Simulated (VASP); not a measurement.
Pd:

```
Pd
1.0
     0.00000    1.92028    1.92028
     1.92028    0.00000    1.92028
     1.92028    1.92028    0.00000
Pd
1
Direct
  0.00000 0.00000 0.00000
```

Base run:

| Item | Value |
| --- | --- |
| Program | VASP 6.6.1 |
| Functional | LDA |
| Potentials or basis | VASP PAW LDA potentials, release 64 (Pd) |
| Cutoff | 520 eV |
| k mesh | 14 × 14 × 14 |
| Occupations | gaussian, width 1 eV |
| Spin | collinear spin, ferromagnetic start |
| Starting moments | [0.5] μB |

Its results: band gap on the k mesh zero (filled and empty bands overlap); pressure 2.9 GPa; net moment 0.00 μB per cell.

Question: The run is repeated on the same cell with these changes: occupations from gaussian, width 1 eV to fermi-dirac, width 0.05 eV. What comes out?

Answer: Band gap on the k mesh zero (filled and empty bands overlap); pressure 0.3 GPa; net moment 0.01 μB per cell.
